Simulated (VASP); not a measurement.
Here is a VASP 6.6.1 calculation.

File INCAR:

```
SYSTEM = TiTe2
PREC = Accurate
ENCUT = 500
EDIFF = 1E-6
ISMEAR = 0
SIGMA = 0.1
LREAL = .FALSE.
LASPH = .TRUE.
NELM = 120
ALGO = Normal
ISIF = 2
LWAVE = .FALSE.
LCHARG = .TRUE.
GGA = PS
LELF = .TRUE.
LVHAR = .TRUE.
NBANDS = 19
GGA_COMPAT = .FALSE.
```

Contents of KPOINTS:

```
Automatic mesh
0
G
  12 12 6
  0 0 0
```

POSCAR

```
TiTe2
1.0
    3.9154657401     -0.0176763642      0.0026061306
   -1.9730410505      3.3487037127     -0.0336857546
    0.0044836200     -0.0643302000      6.7283541000
Ti Te
1 2
Direct
   -0.0041276608     -0.0017792840     -0.0029732225
    0.6656660637      0.3261428249      0.2620043706
    0.3384604781      0.6756395163      0.7409703909
```

Potentials or basis: VASP PAW PBE potentials, release 64 (Ti_sv, Te).

Launch:

```console
$ cat potpaw_PBE.64/Ti_sv/POTCAR potpaw_PBE.64/Te/POTCAR > POTCAR
$ mpirun -np 1 vasp_std > vasp.out
```

(1) Predict the largest force.

(2) Estimate the band gap on the k mesh.

(3) Predict the pressure.

Answers

(1) 0.814 eV/Å.

(2) zero (bands 12 and 13 overlap by 0.60 eV).

(3) -6.3 GPa.

Caveat: the cell differs from its parent crystal (atoms moved at random and the cell strained at random); the cell stands under tension; the PAW data sets were made with another functional, which shifts forces and pressure a little; spin-orbit coupling is left out, which moves the levels of the heavy elements.
